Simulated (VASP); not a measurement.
# LuSiRh3 (Pm-3m) in VASP: single point with r2SCAN

Aim: the single point of LuSiRh3 with r2SCAN.

Everything below comes from runs of VASP 6.6.1. Logs are shortened: lines on timing, memory, paths and dates and some standing lists are left out, and cuts for length are marked.

## 1. The cell of the first run

The structure is cubic, space group Pm-3m (No. 221). The conventional cell has a = 4.324 Å, b = 4.324 Å, c = 4.324 Å, α = 90.00°, β = 90.00°, γ = 90.00°. Rh (site symmetry 4/mmm) has 2 Si at 2.16 Å within 2.9 Å. Within 2.9 Å of Si (site symmetry m-3m) lie 6 Rh at 2.16 Å. Within 4.0 Å of Lu (site symmetry m-3m) lie 12 Rh at 3.06 Å and 8 Si at 3.74 Å.

## 2. Single point, r2SCAN

POSCAR

```
LuSiRh3
1.0
    4.3235769300      0.0000000000      0.0000000000
    0.0000000000      4.3235769300      0.0000000000
    0.0000000000      0.0000000000      4.3235769300
Rh Si Lu
3 1 1
Direct
    0.0000000000      0.5000000000      0.5000000000
    0.5000000000      0.0000000000      0.5000000000
    0.5000000000      0.5000000000      0.0000000000
    0.5000000000      0.5000000000      0.5000000000
    0.0000000000      0.0000000000      0.0000000000
```

INCAR.step1

```
ALGO = Normal
EDIFF = 1E-4
ENCUT = 520
GGA = PE
ISMEAR = 1
LASPH = T
LCHARG = F
LREAL = F
LWAVE = T
NBANDS = 45
NELM = 100
PREC = Accurate
SIGMA = 0.2021
```

INCAR.step2

```
ALGO = Normal
EDIFF = 1E-6
ENCUT = 520
ISIF = 2
ISMEAR = 1
ISTART = 1
LASPH = T
LCHARG = F
LMIXTAU = T
LREAL = F
LWAVE = F
METAGGA = R2SCAN
NBANDS = 45
NELM = 100
PREC = Accurate
SIGMA = 0.2021
```

KPOINTS

```
k-points
0
Gamma
  8 8 8
```

Potentials or basis: VASP PAW PBE potentials, release 64 (Rh_pv, Si, Lu).

Started as:

```console
cat potpaw_PBE.64/Rh_pv/POTCAR potpaw_PBE.64/Si/POTCAR potpaw_PBE.64/Lu/POTCAR > POTCAR
cp INCAR.step1 INCAR
mpirun -np 1 vasp_std > vasp.out
cp INCAR.step2 INCAR
mpirun -np 1 vasp_std > vasp.out
```

OUTCAR:

```text
EDIFF = 1E-6
   ENCUT = 520
   ISIF = 2
   ISMEAR = 1
   ISTART = 1
   LASPH = T
   LREAL = F
   METAGGA = R2SCAN
   NELM = 100
   PREC = Accurate

 ion  position               nearest neighbor table
   1  0.000  0.500  0.500-   4 2.16   4 2.16   2 3.06   5 3.06   3 3.06   5 3.06   2 3.06   5 3.06
                             5 3.06   2 3.06   3 3.06   3 3.06   3 3.06   2 3.06
   2  0.500  0.000  0.500-   4 2.16   4 2.16   1 3.06   5 3.06   3 3.06   5 3.06   1 3.06   3 3.06
                             3 3.06   3 3.06   1 3.06   5 3.06   5 3.06   1 3.06
   3  0.500  0.500  0.000-   4 2.16   4 2.16   1 3.06   5 3.06   1 3.06   2 3.06   2 3.06   2 3.06
                             5 3.06   2 3.06   1 3.06   5 3.06   1 3.06   5 3.06
   4  0.500  0.500  0.500-   1 2.16   2 2.16   3 2.16   3 2.16   2 2.16   1 2.16
   5  0.000  0.000  0.000-   1 3.06   2 3.06   3 3.06   1 3.06   2 3.06   1 3.06   3 3.06   1 3.06
                             2 3.06   3 3.06   2 3.06   3 3.06

  LATTYP: Found a simple cubic cell.
 ALAT       =     4.3235769300

  Lattice vectors:

 A1 = (   4.3235769300,   0.0000000000,   0.0000000000)
 A2 = (   0.0000000000,   4.3235769300,   0.0000000000)
 A3 = (   0.0000000000,   0.0000000000,   4.3235769300)

Analysis of symmetry for initial positions (statically):
=====================================================================
 Subroutine PRICEL returns:
 Original cell was already a primitive cell.

 Routine SETGRP: Setting up the symmetry group for a
 simple cubic supercell.

 Subroutine GETGRP returns: Found 48 space group operations
 (whereof 48 operations were pure point group operations)
 out of a pool of 48 trial point group operations.

The static configuration has the point symmetry O_h .

Analysis of symmetry for dynamics (positions and initial velocities):
=====================================================================
 Subroutine PRICEL returns:
 Original cell was already a primitive cell.

 Routine SETGRP: Setting up the symmetry group for a
 simple cubic supercell.

 Subroutine GETGRP returns: Found 48 space group operations
 (whereof 48 operations were pure point group operations)
 out of a pool of 48 trial point group operations.

The dynamic configuration has the point symmetry O_h .

 Subroutine INISYM returns: Found 48 space group operations
 (whereof 48 operations are pure point group operations),
 and found     1 'primitive' translations

----------------------------------------------------------------------------------------

                                     Primitive cell

  volume of cell :      80.8220

  direct lattice vectors                    reciprocal lattice vectors
     4.323576930  0.000000000  0.000000000     0.231289975  0.000000000  0.000000000
     0.000000000  4.323576930  0.000000000     0.000000000  0.231289975  0.000000000
     0.000000000  0.000000000  4.323576930     0.000000000  0.000000000  0.231289975

  length of vectors
     4.323576930  4.323576930  4.323576930     0.231289975  0.231289975  0.231289975

  position of ions in fractional coordinates (direct lattice)
     0.000000000  0.500000000  0.500000000
     0.500000000  0.000000000  0.500000000
     0.500000000  0.500000000  0.000000000
     0.500000000  0.500000000  0.500000000
     0.000000000  0.000000000  0.000000000

  ion indices of the primitive-cell ions
   primitive index   ion index
                 1           1
                 2           2
                 3           3
                 4           4
                 5           5

----------------------------------------------------------------------------------------

 KPOINTS: k-points

Automatic generation of k-mesh.
 Grid dimensions read from file:
 generate k-points for:    8    8    8

 Generating k-lattice:

  Cartesian coordinates                     Fractional coordinates (reciprocal lattice)
     0.028911247  0.000000000  0.000000000     0.125000000  0.000000000  0.000000000
     0.000000000  0.028911247  0.000000000     0.000000000  0.125000000  0.000000000
     0.000000000  0.000000000  0.028911247     0.000000000  0.000000000  0.125000000

  Length of vectors
     0.028911247  0.028911247  0.028911247

  Shift w.r.t. Gamma in fractional coordinates (k-lattice)
     0.000000000  0.000000000  0.000000000

 Subroutine IBZKPT returns following result:
 ===========================================

 Found     35 irreducible k-points:

 Following reciprocal coordinates:
            Coordinates               Weight
  0.000000  0.000000  0.000000      1.000000
  0.125000  0.000000  0.000000      6.000000
  0.250000  0.000000  0.000000      6.000000
  0.375000  0.000000  0.000000      6.000000
  0.500000  0.000000  0.000000      3.000000
  0.125000  0.125000  0.000000     12.000000
[... 16 lines left out ...]
  0.375000  0.375000  0.125000     24.000000
  0.500000  0.375000  0.125000     24.000000
 [... further k-points ...]
   k-points           NKPTS =     35   k-points in BZ     NKDIM =     35   number of bands    NBANDS=     45
   number of dos      NEDOS =    301   number of ions     NIONS =      5
   total plane-waves  NPLWV =  32768
   dimension x,y,z NGX =    32 NGY =   32 NGZ =   32
   dimension x,y,z NGXF=    64 NGYF=   64 NGZF=   64
   ions per type =               3   1   1
   NGX,Y,Z   is equivalent  to a cutoff of  12.30, 12.30, 12.30 a.u.
   NGXF,Y,Z  is equivalent  to a cutoff of  24.61, 24.61, 24.61 a.u.
 SYSTEM =  unknown system
   PREC   = accura    normal or accurate (medium, high low for compatibility)
   ISTART =      1    job   : 0-new  1-cont  2-samecut
   ICHARG =      0    charge: 1-file 2-atom 10-const
   ISPIN  =      1    spin polarized calculation?
   LNONCOLLINEAR =      F non collinear calculations
   LSORBIT =      F    spin-orbit coupling
   LASPH  =      T    aspherical Exc in radial PAW
   ENCUT  =  520.0 eV  38.22 Ry    6.18 a.u.   8.04  8.04  8.04*2*pi/ulx,y,z
   NELM   =    100;   NELMIN=  2; NELMDL=  0     # of ELM steps
   EDIFF  = 0.1E-05   stopping-criterion for ELM
   LREAL  =      F    real-space projection
   EDIFFG = 0.1E-04   stopping-criterion for IOM
   NSW    =      0    number of steps for IOM
   IBRION =     -1    ionic relax: 0-MD 1-quasi-New 2-CG
   NFREE  =      0    steps in history (QN), initial steepest desc. (CG)
   ISIF   =      2    stress and relaxation
   ISYM   =      2    0-nonsym 1-usesym 2-fastsym
   POTIM  = 0.5000    time-step for ionic-motion
   TEBEG  =    0.0;   TEEND  =   0.0 temperature during run
   PSTRESS=    0.0 pullay stress
   NELECT =      74.0000    total number of electrons
   NUPDOWN=      -1.0000    fix difference up-down
   EMIN   =  10.00;   EMAX   =-10.00  energy-range for DOS
   EFERMI =   0.00;   METHOD = LEGACY
   ISMEAR =     1;   SIGMA  =   0.20  broadening in eV -4-tet -1-fermi 0-gaus
   EFERMI_NEDOS =   21; number of points for ismear=-14 and -15
   IALGO  =     38    algorithm
   IMIX   =      4    mixing-type and parameters
     AMIX     =   0.40;   BMIX     =  1.00
     AMIX_MAG =   1.60;   BMIX_MAG =  1.00
  volume/ion in A,a.u.               =      16.16       109.08
  Fermi-wavevector in a.u.,A,eV,Ry     =   1.589677  3.004054 34.382913  2.527073
  Thomas-Fermi vector in A             =   2.688489
   LORBIT       =      0    0 simple, 1 ext, 2 COOP (PROOUT), +10 PAW based schemes
   METAGGA = R2SCAN    functional components
   LHFCALC =     F    Hartree Fock is set to
   AEXX    =    0.0000 exact exchange contribution
   IVDW    =     0    specifies the selected vdW correction
   LEPSILON=     F    determine dielectric tensor
   LRPA    =     F    only Hartree local field effects (RPA)
 non-spin polarized calculation
 Methfessel and Paxton  Order N= 1 SIGMA  =   0.20
  energy-cutoff  :      520.00
  volume of cell :       80.82
 maximum number of plane-waves:      2216
   NGX = 17   NGY = 17   NGZ = 17

 number of electron      74.0000071 magnetization

 Free energy of the ion-electron system (eV)
  ---------------------------------------------------
  ext. energy  EPLUGINS =         0.00000000
  ---------------------------------------------------
  free energy    TOTEN  =      -122.43834220 eV

  energy without entropy =     -122.44358581  energy(sigma->0) =     -122.44009007

 E-fermi :   8.2593     XC(G=0): -13.5833

 val. band max:        8.2543978984   @ k =   0.5000   0.5000   0.3750
 cond. band min:       8.4553126482   @ k =   0.1250   0.0000   0.0000
 fundamental gap:      0.2009147497
 Fermi energy:         8.2593296947

 k-point     1 :       0.0000    0.0000    0.0000
  band No.  band energies     occupation
      1     -49.6431      2.00000
      2     -39.8500      2.00000
      3     -39.8500      2.00000
      4     -39.8500      2.00000
      5     -39.1053      2.00000
      6     -39.1053      2.00000
[... 37 lines left out ...]
     44      13.9482      0.00000
     45      15.6277      0.00000

 k-point     2 :       0.1250    0.0000    0.0000
  band No.  band energies     occupation
      1     -49.6431      2.00000
      2     -39.8498      2.00000
      3     -39.8493      2.00000
      4     -39.8493      2.00000
      5     -39.1067      2.00000
      6     -39.1051      2.00000
[... 37 lines left out ...]
     44      13.9102      0.00000
     45      15.2819      0.00000

 k-point     3 :       0.2500    0.0000    0.0000
  band No.  band energies     occupation
      1     -49.6431      2.00000
      2     -39.8494      2.00000
      3     -39.8478      2.00000
      4     -39.8478      2.00000
      5     -39.1101      2.00000
      6     -39.1044      2.00000
[... 37 lines left out ...]
     44      13.8250      0.00000
     45      14.7477      0.00000

 k-point     4 :       0.3750    0.0000    0.0000
  band No.  band energies     occupation
      1     -49.6431      2.00000
      2     -39.8490      2.00000
      3     -39.8462      2.00000
      4     -39.8462      2.00000
      5     -39.1134      2.00000
      6     -39.1035      2.00000
[... 901 lines left out ...]
     44      13.3949      0.00000
     45      14.0352      0.00000

 k-point    23 :       0.3750    0.3750    0.1250
  band No.  band energies     occupation
      1     -49.6428      2.00000
      2     -39.9310      2.00000
      3     -39.8264      2.00000
      4     -39.7819      2.00000
      5     -39.1585      2.00000
      6     -39.1260      2.00000
[... 37 lines left out ...]
     44      13.5128      0.00000
     45      13.6615      0.00000

 k-point    24 :       0.5000    0.3750    0.1250
  band No.  band energies     occupation
      1     -49.6427      2.00000
      2     -39.9368      2.00000
      3     -39.8257      2.00000
      4     -39.7765      2.00000
      5     -39.1630      2.00000
      6     -39.1282      2.00000
[... 37 lines left out ...]
     44      13.6088      0.00000
     45      13.6888      0.00000

 [... further k-points ...]

------------------------ aborting loop because EDIFF is reached ----------------------------------------

  FORCE on cell =-STRESS in cart. coord.  units (eV):
  Direction    XX          YY          ZZ          XY          YZ          ZX
  --------------------------------------------------------------------------------------
  -------------------------------------------------------------------------------------
  Total        4.9495514      4.9495514      4.9495514      0.0000000      0.0000000     -0.0000000
  in kB       98.1175840     98.1175840     98.1175840      0.0000000      0.0000000     -0.0000000
  external PRESSURE =      98.1175840 kB  Pullay stress =       0.0000000 kB

 VOLUME and BASIS-vectors are now :
 -----------------------------------------------------------------------------
  energy-cutoff  :      520.00
  volume of cell :       80.82
      direct lattice vectors                 reciprocal lattice vectors
     4.323576930  0.000000000  0.000000000     0.231289975  0.000000000  0.000000000
     0.000000000  4.323576930  0.000000000     0.000000000  0.231289975  0.000000000
     0.000000000  0.000000000  4.323576930     0.000000000  0.000000000  0.231289975

 POSITION                                       TOTAL-FORCE (eV/Angst)
 -----------------------------------------------------------------------------------
      0.00000      2.16179      2.16179         0.000000      0.000000      0.000000
      2.16179      0.00000      2.16179         0.000000      0.000000      0.000000
      2.16179      2.16179      0.00000         0.000000      0.000000      0.000000
      2.16179      2.16179      2.16179         0.000000      0.000000      0.000000
      0.00000      0.00000      0.00000         0.000000      0.000000      0.000000
 -----------------------------------------------------------------------------------
    total drift:                                0.000000     -0.000000     -0.000000

  FREE ENERGIE OF THE ION-ELECTRON SYSTEM (eV)
  ---------------------------------------------------
  free  energy   TOTEN  =      -122.4383422002 eV

  energy  without entropy=     -122.4435858066  energy(sigma->0) =     -122.44009007
```

Run time: 3.9 min. Hardware: 1 thread of Intel Xeon Platinum 8488C (Sapphire Rapids), shared host; peak memory 0.27 GiB.

Results:

- Free energy: -122.4383 eV
- Pressure: 9.8 GPa
- Band gap on the k mesh: zero (bands 37 and 38 overlap by 0.57 eV)

Levels at points of the mesh, in eV from the Fermi level:
| k point | band 35 | band 36 | band 37 | band 38 | band 39 | band 40 |
| --- | --- | --- | --- | --- | --- | --- |
| (0.00, 0.00, 0.00) | -1.31 | -0.32 | -0.32 | -0.32 | -0.02 | 3.15 |
| (0.50, 0.00, 0.00) | -1.52 | -1.02 | -0.32 | 1.48 | 1.48 | 3.05 |
| (0.50, 0.50, 0.00) | -1.55 | -1.07 | -0.88 | 0.86 | 0.86 | 3.00 |
| (0.50, 0.50, 0.50) | -0.33 | -0.33 | 0.25 | 0.25 | 0.25 | 1.67 |

Caveat: the cell stands under pressure; the PAW data sets were made with another functional, which shifts forces and pressure a little; spin-orbit coupling is left out, which moves the levels of the heavy elements.
